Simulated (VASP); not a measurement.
# Zn (P6_3/mmc) in VASP: notebook, part 2 of 2

VASP 6.6.1. Earlier steps stand in the parts before.

## (4) Single point, revPBE (volume scaled by 1.08)

The input, INCAR:

```
ALGO = Normal ; EDIFF = 1E-6
ENCUT = 520 ; GGA = RE
ISIF = 2 ; ISMEAR = -1
LASPH = True ; LCHARG = False
LREAL = False ; LWAVE = False
NBANDS = 19 ; NELM = 100
PREC = Accurate ; SIGMA = 0.1
```

The input, KPOINTS:

```
k-points
0
Gamma
  22 22 10
```

The input, POSCAR:

```
Zn
1.0
    2.7510946414      0.0000000000      0.0000000000
   -1.3755473207      2.3825178477      0.0000000000
    0.0000000000      0.0000000000      5.1616187029
Zn
2
Direct
    0.3333333333      0.6666666667      0.2500000000
    0.6666666667      0.3333333333      0.7500000000
```

Potentials or basis: VASP PAW PBE potentials, release 64 (Zn).

Launch:

```sh
$ cat potpaw_PBE.64/Zn/POTCAR > POTCAR
$ mpirun -np 1 vasp_std > vasp.out
```

OUTCAR:

```text
EDIFF = 1E-6
   ENCUT = 520
   GGA = RE
   ISIF = 2
   ISMEAR = -1
   LASPH = True
   LREAL = False
   NELM = 100
   PREC = Accurate

 ion  position               nearest neighbor table
   1  0.333  0.667  0.250-   2 3.03   2 3.03   2 3.03   2 3.03   2 3.03   2 3.03
   2  0.667  0.333  0.750-   1 3.03   1 3.03   1 3.03   1 3.03   1 3.03   1 3.03

  LATTYP: Found a hexagonal cell.
 ALAT       =     2.7510946414
 C/A-ratio  =     1.8762054294

  Lattice vectors:

[... 190 lines left out ...]
      3      -5.1266      2.00000
      4      -4.9276      2.00000
      5      -4.9276      2.00000
      6      -4.8897      2.00000
[... 505 lines left out ...]
      6      -4.8562      2.00000
[... 11 lines left out ...]
     18      17.7932      0.00000
     19      18.5230      0.00000

 [... further k-points ...]
[... 5 lines left out ...]
  --------------------------------------------------------------------------------------
  -------------------------------------------------------------------------------------
  Total       -0.9323401     -0.9323401     -0.5241520     -0.0000000      0.0000000      0.0000000
  in kB      -44.1527077    -44.1527077    -24.8221948     -0.0000000      0.0000000      0.0000000
  external PRESSURE =     -37.7092034 kB  Pullay stress =       0.0000000 kB

 VOLUME and BASIS-vectors are now :
 -----------------------------------------------------------------------------
  energy-cutoff  :      520.00
  volume of cell :       33.83
      direct lattice vectors                 reciprocal lattice vectors
     2.751094641  0.000000000  0.000000000     0.363491675  0.209862017  0.000000000
    -1.375547321  2.382517848  0.000000000     0.000000000  0.419724033  0.000000000
     0.000000000  0.000000000  5.161618703     0.000000000  0.000000000  0.193737674

 POSITION                                       TOTAL-FORCE (eV/Angst)
 -----------------------------------------------------------------------------------
     -0.00000      1.58835      1.29040         0.000000      0.000000     -0.000000
      1.37555      0.79417      3.87121        -0.000000     -0.000000      0.000000
 -----------------------------------------------------------------------------------
    total drift:                               -0.000000      0.000000      0.000000

  FREE ENERGIE OF THE ION-ELECTRON SYSTEM (eV)
  ---------------------------------------------------
  free  energy   TOTEN  =        -1.5961607476 eV

  energy  without entropy=       -1.5794255000  energy(sigma->0) =       -1.58779312
```

OSZICAR:

```text
N       E                     dE             d eps       ncg     rms          rms(c)
DAV:   1     0.114707012179E+03    0.11471E+03   -0.12411E+04 12160   0.193E+03
DAV:   2     0.351327138748E+01   -0.11119E+03   -0.10743E+03 11913   0.293E+02
DAV:   3    -0.168429108935E+01   -0.51976E+01   -0.51776E+01 13326   0.695E+01
DAV:   4    -0.171703988710E+01   -0.32749E-01   -0.32740E-01 12945   0.578E+00
DAV:   5    -0.171708658105E+01   -0.46694E-04   -0.46694E-04 13024   0.198E-01    0.315E+00
DAV:   6    -0.159852015736E+01    0.11857E+00   -0.52745E-01 13163   0.145E+01    0.255E+00
DAV:   7    -0.159694411825E+01    0.15760E-02   -0.17070E-02 12819   0.200E+00    0.132E+00
DAV:   8    -0.159609188373E+01    0.85223E-03   -0.22517E-03 13769   0.661E-01    0.505E-02
DAV:   9    -0.159615539302E+01   -0.63509E-04   -0.25863E-04 13984   0.184E-01    0.298E-02
DAV:  10    -0.159616105095E+01   -0.56579E-05   -0.20137E-05 13137   0.561E-02    0.442E-03
DAV:  11    -0.159616074763E+01    0.30333E-06   -0.19058E-07  7333   0.554E-03
   1 F= -.15961607E+01 E0= -.15877931E+01  d E =-.167352E-01
```

stdout:

```text
POSCAR found type information on POSCAR Zn
 POSCAR found :  1 types and       2 ions
 scaLAPACK will be used
 -----------------------------------------------------------------------------
|                                                                             |
|                                                                             |
|     You enforced a specific xc type in the INCAR file but a different       |
|     I HOPE YOU KNOW WHAT YOU ARE DOING!                                     |
|                                                                             |
 -----------------------------------------------------------------------------

 LDA part: xc-table for (Slater+PW92), standard interpolation
 POSCAR, INCAR and KPOINTS ok, starting setup
 FFT: planning ... GRIDC
 FFT: planning ... GRID_SOFT
 FFT: planning ... GRID
 WAVECAR not read
 entering main loop
```

It took 73 s on 1 thread of AMD EPYC 9R45 (Zen 5), shared host; peak memory 0.24 GiB.

Results:

```yaml
Free_energy: -1.5962 eV
Pressure: -3.8 GPa
Band_gap_on_the_k_mesh: zero (band 12 reaches 4.19 eV, above the bottom of band 13 at -0.67 eV)
```

Levels at points of the mesh, in eV from the Fermi level:
| k point | band 9 | band 10 | band 11 | band 12 | band 13 | band 14 | band 15 | band 16 |
| --- | --- | --- | --- | --- | --- | --- | --- | --- |
| (0.00, 0.00, 0.00) | -7.10 | -6.94 | -6.94 | -3.18 | -3.16 | 12.40 | 15.91 | 16.34 |
| (0.50, 0.00, 0.00) | -6.78 | -6.76 | -2.48 | -2.03 | 2.35 | 3.46 | 3.47 | 5.44 |
| (0.00, 0.00, 0.50) | -7.01 | -7.01 | -7.01 | -7.01 | 4.11 | 4.11 | 17.47 | 17.47 |
| (0.50, 0.00, 0.50) | -6.77 | -6.77 | -1.53 | -1.53 | -0.04 | -0.04 | 9.36 | 9.36 |

Caveat: the PAW data sets were made with another functional, which shifts forces and pressure a little.

## (5) Single point, revPBE (volume scaled by 1.12)

The input, INCAR:

```
SYSTEM = Zn
PREC     = Accurate       ! precision mode
ENCUT    = 520            ! plane-wave cutoff, eV
EDIFF    = 1E-6           ! SCF threshold, eV
ISMEAR   = -1             ! smearing method
SIGMA    = 0.1            ! smearing width, eV
LREAL    = .False.        ! projectors in reciprocal space
LASPH    = .True.         ! aspherical terms in the spheres
NELM     = 100            ! most SCF steps
ALGO     = Normal         ! electronic algorithm
ISIF     = 2              ! what is computed and relaxed
LWAVE    = .False.        ! write WAVECAR
LCHARG   = .False.        ! write CHGCAR
GGA      = RE             ! functional
NBANDS   = 19             ! bands
```

The input, KPOINTS:

```
regular mesh
0
Gamma
  22 22 10
  0 0 0
```

The input, POSCAR:

```
Zn
1.0
    2.7846478829      0.0000000000      0.0000000000
   -1.3923239414      2.4115758072      0.0000000000
    0.0000000000      0.0000000000      5.2245714767
Zn
2
Direct
    0.3333333333      0.6666666667      0.2500000000
    0.6666666667      0.3333333333      0.7500000000
```

Potentials or basis: VASP PAW PBE potentials, release 64 (Zn).

Launch:

```sh
$ cat potpaw_PBE.64/Zn/POTCAR > POTCAR
$ mpirun -np 1 vasp_std > vasp.out
```

OUTCAR:

```text
SYSTEM = Zn
   PREC = Accurate
   ENCUT = 520
   EDIFF = 1E-6
   ISMEAR = -1
   LREAL = .False.
   LASPH = .True.
   NELM = 100
   ISIF = 2
   GGA = RE

 ion  position               nearest neighbor table
   1  0.333  0.667  0.250-
   2  0.667  0.333  0.750-

  LATTYP: Found a hexagonal cell.
 ALAT       =     2.7846478829
 C/A-ratio  =     1.8762054293

  Lattice vectors:

 A1 = (   2.7846478829,   0.0000000000,   0.0000000000)
 A2 = (  -1.3923239414,   2.4115758072,   0.0000000000)
 A3 = (   0.0000000000,   0.0000000000,   5.2245714767)

Analysis of symmetry for initial positions (statically):
=====================================================================
 Subroutine PRICEL returns:
 Original cell was already a primitive cell.

 Routine SETGRP: Setting up the symmetry group for a
 hexagonal supercell.

 Subroutine GETGRP returns: Found 24 space group operations
 (whereof 12 operations were pure point group operations)
 out of a pool of 24 trial point group operations.

The static configuration has the point symmetry D_3d.
[... 153 lines left out ...]
 number of electron      23.9999977 magnetization

 Free energy of the ion-electron system (eV)
  ---------------------------------------------------
  ext. energy  EPLUGINS =         0.00000000
  ---------------------------------------------------
  free energy    TOTEN  =        -1.56049017 eV

  energy without entropy =       -1.54223741  energy(sigma->0) =       -1.55136379

 E-fermi :   2.2617     XC(G=0): -10.7249

 val. band max:        2.2464438791   @ k =   0.3636   0.2273   0.4000
 cond. band min:       2.2713137725   @ k =   0.4545   0.0909   0.5000
 fundamental gap:      0.0248698934
 Fermi energy:         2.2617368230

 k-point     1 :       0.0000    0.0000    0.0000
  band No.  band energies     occupation
      1      -7.0522      2.00000
      2      -5.7633      2.00000
      3      -5.2640      2.00000
      4      -5.0790      2.00000
      5      -5.0790      2.00000
      6      -5.0440      2.00000
[... 505 lines left out ...]
      6      -5.0054      2.00000
[... 11 lines left out ...]
     18      17.1555      0.00000
     19      18.0229      0.00000

 [... further k-points ...]
[... 5 lines left out ...]
  --------------------------------------------------------------------------------------
  -------------------------------------------------------------------------------------
  Total       -1.3048195     -1.3048195     -0.7750093     -0.0000000      0.0000000      0.0000000
  in kB      -59.5853017    -59.5853017    -35.3912262     -0.0000000      0.0000000      0.0000000
  external PRESSURE =     -51.5206099 kB  Pullay stress =       0.0000000 kB

 VOLUME and BASIS-vectors are now :
 -----------------------------------------------------------------------------
  energy-cutoff  :      520.00
  volume of cell :       35.09
      direct lattice vectors                 reciprocal lattice vectors
     2.784647883  0.000000000  0.000000000     0.359111831  0.207333312  0.000000000
    -1.392323941  2.411575807  0.000000000     0.000000000  0.414666625  0.000000000
     0.000000000  0.000000000  5.224571477     0.000000000  0.000000000  0.191403258

 POSITION                                       TOTAL-FORCE (eV/Angst)
 -----------------------------------------------------------------------------------
     -0.00000      1.60772      1.30614        -0.000000      0.000000      0.000000
      1.39232      0.80386      3.91843         0.000000      0.000000      0.000000
 -----------------------------------------------------------------------------------
    total drift:                               -0.000000      0.000000      0.000000

  FREE ENERGIE OF THE ION-ELECTRON SYSTEM (eV)
  ---------------------------------------------------
  free  energy   TOTEN  =        -1.5604901742 eV

  energy  without entropy=       -1.5422374114  energy(sigma->0) =       -1.55136379
```

OSZICAR:

```text
N       E                     dE             d eps       ncg     rms          rms(c)
DAV:   1     0.115716766491E+03    0.11572E+03   -0.12321E+04 12048   0.191E+03
DAV:   2     0.371425969089E+01   -0.11200E+03   -0.10819E+03 11930   0.294E+02
DAV:   3    -0.163206529856E+01   -0.53463E+01   -0.53256E+01 13294   0.700E+01
DAV:   4    -0.166681616353E+01   -0.34751E-01   -0.34742E-01 12954   0.590E+00
DAV:   5    -0.166686732727E+01   -0.51164E-04   -0.51163E-04 12969   0.206E-01    0.291E+00
DAV:   6    -0.156146168218E+01    0.10541E+00   -0.48436E-01 13147   0.136E+01    0.240E+00
DAV:   7    -0.156079593455E+01    0.66575E-03   -0.15898E-02 12702   0.188E+00    0.125E+00
DAV:   8    -0.156041242653E+01    0.38351E-03   -0.23799E-03 13632   0.655E-01    0.516E-02
DAV:   9    -0.156048353791E+01   -0.71111E-04   -0.25514E-04 13232   0.177E-01    0.288E-02
DAV:  10    -0.156049043813E+01   -0.69002E-05   -0.19448E-05 13215   0.540E-02    0.455E-03
DAV:  11    -0.156049017415E+01    0.26398E-06   -0.20548E-07  7212   0.591E-03
   1 F= -.15604902E+01 E0= -.15513638E+01  d E =-.182528E-01
```

stdout:

```text
POSCAR found type information on POSCAR Zn
 POSCAR found :  1 types and       2 ions
 scaLAPACK will be used
 -----------------------------------------------------------------------------
|                                                                             |
|                                                                             |
|     You enforced a specific xc type in the INCAR file but a different       |
|     I HOPE YOU KNOW WHAT YOU ARE DOING!                                     |
|                                                                             |
 -----------------------------------------------------------------------------

 LDA part: xc-table for (Slater+PW92), standard interpolation
 POSCAR, INCAR and KPOINTS ok, starting setup
 FFT: planning ... GRIDC
 FFT: planning ... GRID_SOFT
 FFT: planning ... GRID
 WAVECAR not read
 entering main loop
```

It took 98 s on 1 thread of AMD EPYC 9R45 (Zen 5), shared host; peak memory 0.25 GiB.

Results:

* Free energy: -1.5605 eV
* Pressure: -5.2 GPa
* Band gap on the k mesh: zero (band 12 reaches 3.95 eV, above the bottom of band 13 at -0.73 eV)

Levels at points of the mesh, in eV from the Fermi level:
```
           k point  band 10  band 11  band 12  band 13  band 14  band 15
(0.00, 0.00, 0.00)    -6.90    -6.90    -3.20    -3.00    12.09    15.56
(0.50, 0.00, 0.00)    -6.73    -2.37    -2.02     2.27     3.26     3.43
(0.00, 0.00, 0.50)    -6.96    -6.96    -6.96     4.01     4.01    16.98
(0.50, 0.00, 0.50)    -6.74    -1.43    -1.43    -0.11    -0.11     9.13
```

Caveat: the PAW data sets were made with another functional, which shifts forces and pressure a little.

## (6) Single point, revPBE

The input, INCAR:

```
SYSTEM = Zn
PREC = Accurate
ENCUT = 520
EDIFF = 1E-6
ISMEAR = -1
SIGMA = 0.1
LREAL = .False.
LASPH = .True.
NELM = 60
ALGO = Normal
ISIF = 2
LWAVE = .False.
LCHARG = .False.
GGA = RE
NBANDS = 19
```

The input, KPOINTS:

```
regular mesh
0
Gamma
  7 7 3
  0 0 0
```

The input, POSCAR:

```
Zn
1.0
    2.6814165103      0.0000000000      0.0000000000
   -1.3407082552      2.3221748161      0.0000000000
    0.0000000000      0.0000000000      5.0308882150
Zn
2
Direct
    0.3333333333      0.6666666667      0.2500000000
    0.6666666667      0.3333333333      0.7500000000
```

Potentials or basis: VASP PAW PBE potentials, release 64 (Zn).

Launch:

```sh
$ cat potpaw_PBE.64/Zn/POTCAR > POTCAR
$ mpirun -np 1 vasp_std > vasp.out
```

Run time: 5.5 s. Hardware: 1 thread of Intel Xeon Platinum 8488C (Sapphire Rapids), shared host; peak memory 0.13 GiB.

Results (log left out):

```
Free energy            : -1.6858 eV
Pressure               : 0.3 GPa
Band gap on the k mesh : zero (band 12 reaches 4.47 eV, above the bottom of band 13 at -0.14 eV)
```

Stress tensor (GPa, compression positive):
```
-0.05  0.00  0.00
 0.00 -0.05  0.00
 0.00  0.00  0.90
```

Levels at points of the mesh, in eV from the Fermi level:
```tsv
k point	band 9	band 10	band 11	band 12	band 13	band 14	band 15	band 16
(0.00, 0.00, 0.00)	-7.25	-7.06	-7.06	-3.55	-3.17	13.03	16.64	17.30
```

Caveat: the k points lie up to 0.42 Å⁻¹ apart; the PAW data sets were made with another functional, which shifts forces and pressure a little.

## (7) Overview

| cell | k mesh | gap on the mesh (eV) | pressure (GPa) |
| --- | --- | --- | --- |
| a = 2.681, b = 2.681, c = 5.031 Å, angles 90.0, 90.0, 120.0°, 2 atoms | 22 × 22 × 10 | none | 0.4 |
| a = 2.751, b = 2.751, c = 5.162 Å, angles 90.0, 90.0, 120.0°, 2 atoms | 22 × 22 × 10 | none | -3.8 |
| a = 2.785, b = 2.785, c = 5.225 Å, angles 90.0, 90.0, 120.0°, 2 atoms | 22 × 22 × 10 | none | -5.2 |
| a = 2.681, b = 2.681, c = 5.031 Å, angles 90.0, 90.0, 120.0°, 2 atoms | 7 × 7 × 3 | none | 0.3 |

Alike in all rows: task single point; level revPBE; potentials or basis VASP PAW PBE potentials, release 64 (Zn); no spin polarisation; cutoff (eV) 520; smearing fermi-dirac 0.1 eV.

Caveats: some runs use coarse meshes; the PAW data sets were made with another functional, which shifts forces and pressure a little.

Absolute energies hang on the potentials; compare differences alone.
